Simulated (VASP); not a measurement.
Crystal: Si3B.

```
Si B
1.0
     3.45438    0.00000    0.00000
     0.00000    7.21536    0.00000
     0.00000    0.00000    5.20470
Si B
6 2
Direct
  0.50000 0.73346 0.15604
  0.50000 0.26654 0.15604
  0.00000 0.76654 0.84396
  0.00000 0.23346 0.84396
  0.00000 0.50000 0.57172
  0.50000 0.00000 0.42828
  0.50000 0.50000 0.36639
  0.00000 0.00000 0.63361
```

| Quantity | Value |
| --- | --- |
| Program | VASP 6.6.1 |
| Task | relaxation of cell and atoms |
| Functional | PBE |
| Potentials or basis | VASP PAW PBE potentials, release 64 (Si, B) |
| Cutoff | 600 eV |
| k mesh | 10 × 4 × 6 |
| Occupations | gaussian, width 0.1 eV |
| Spin | no spin polarisation |

At the start: pressure -0.1 GPa; volume 16.22 Å³/atom.

Problem. How do energy, volume and symmetry change on relaxing?

Solution. Over 12 steps the energy falls by 5.4 meV/atom and the volume is 16.15 Å³/atom (-0.4 %); space group Pmmn (No. 59, to 0.1 Å) before and after.

Step by step:
```
step  energy change (eV)  largest force (eV/Å)  pressure (GPa)  volume (Å³)
   1              0.0000                0.2914           -0.06       129.72
   2             -0.0234                0.1069           -0.03       129.61
   3             -0.0281                0.0908            0.00       129.54
   4             -0.0404                0.0947           -0.12       129.47
   5             -0.0419                0.0974           -0.17       129.44
   6             -0.0429                0.0364            0.01       129.23
   7             -0.0429                0.0308            0.04       129.19
   8             -0.0431                0.0222            0.02       129.22
   9             -0.0432                0.0251           -0.03       129.29
  10             -0.0433                0.0136           -0.01       129.25
  11             -0.0433                0.0119            0.01       129.22
  12             -0.0434                0.0046            0.01       129.23
```

Final structure:
```cif
data_structure
_symmetry_space_group_name_H-M 'P 1'
_symmetry_Int_Tables_number 1
_cell_length_a 3.3838
_cell_length_b 7.2419
_cell_length_c 5.2735
_cell_angle_alpha 90.000
_cell_angle_beta 90.000
_cell_angle_gamma 90.000
_cell_volume 129.23
loop_
_atom_site_label
_atom_site_type_symbol
_atom_site_fract_x
_atom_site_fract_y
_atom_site_fract_z
_atom_site_occupancy
Si1 Si 0.50000 0.73408 0.16153 1
Si2 Si 0.50000 0.26592 0.16153 1
Si3 Si 0.00000 0.76592 0.83847 1
Si4 Si 0.00000 0.23408 0.83847 1
Si5 Si 0.00000 0.50000 0.57355 1
Si6 Si 0.50000 0.00000 0.42645 1
B1 B 0.50000 0.50000 0.36154 1
B2 B 0.00000 0.00000 0.63846 1
```
